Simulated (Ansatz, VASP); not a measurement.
## Two plane-wave programs on Mg6F

INCAR

```
PREC = Accurate
ENCUT = 520
EDIFF = 1E-6
ISMEAR = 0
SIGMA = 0.1
LREAL = F
LASPH = T
NELM = 80
ALGO = Normal
ISIF = 2
LWAVE = F
LCHARG = F
LDIPOL = T
IDIPOL = 3
DIPOL = 0.5 0.5 0.311
GGA = PE
NBANDS = 18
```

Contents of KPOINTS:

```
Automatic mesh
0
Gamma
  9 4 1
```

The input POSCAR:

```
Mg6F
1.0
    3.2034417932      0.0000000000      0.0000000000
   -1.6017208966      7.8153198520      0.0000000000
    0.0000000000      0.0000000000     20.9851131634
Mg F
6 1
Direct
    0.8493879956      0.6987759913      0.1906113143
    0.5210014932      0.0420029864      0.2197581863
    0.1926149907      0.3852299814      0.2489050583
    0.3710660944      0.7414803149      0.3283003664
    0.0426232582      0.0834482649      0.3542380799
    0.7128162912      0.4251093731      0.3805132287
    0.7128162912      1.0501093731      0.4562812261
```

Input for Ansatz:

```yaml
crystal:
  lattice:
    - [3.2034417932, 0.0, 0.0]
    - [-1.6017208966, 7.815319852, 0.0]
    - [0.0, 0.0, 20.9851131634]
  atoms:
    - { symbol: Mg, position: [0.8493879956, 0.6987759913, 0.1906113143] }
    - { symbol: Mg, position: [0.5210014932, 0.0420029864, 0.2197581863] }
    - { symbol: Mg, position: [0.1926149907, 0.3852299814, 0.2489050583] }
    - { symbol: Mg, position: [0.3710660944, 0.7414803149, 0.3283003664] }
    - { symbol: Mg, position: [0.0426232582, 0.0834482649, 0.3542380799] }
    - { symbol: Mg, position: [0.7128162912, 0.4251093731, 0.3805132287] }
    - { symbol: F, position: [0.7128162912, 1.0501093731, 0.4562812261] }
basis:
  ecutwfc: 420
kpoints:
  mp_grid: { grid: [9, 4, 1] }
hamiltonian:
  xc: pbe
scf:
  occupations: { method: gaussian, width: 0.1 }
output:
  forces: true
  eigenvalues: true
efield:
  axis: 3
  dipole_correction: true
  ramp_width: 0.04
```

Alike in both runs: task single point; functional PBE; k mesh 9 × 4 × 1; occupations gaussian, width 0.1 eV; no spin polarisation.

```csv
,VASP,Ansatz
version,VASP 6.6.1,Ansatz 0.2.0
potentials or method,"VASP PAW PBE potentials, release 64 (Mg, F), cutoff 520 eV","scalar-relativistic, plane waves, PAW"
valence electrons in the cell,19,67
```

```csv
,VASP,Ansatz,Ansatz less VASP
gap on the k mesh at the Fermi level (eV),none,none,-
rms of the force components (eV/Å),0.768,0.770,+0.0024
```

Atom by atom the forces differ by 0.004 eV/Å (rms over components). A gap of «none» marks a metal or a gap that the smearing closes. VASP's potentials hold 19 valence electrons a cell and Ansatz's 67, so a difference there can come from the potentials and not from the codes.
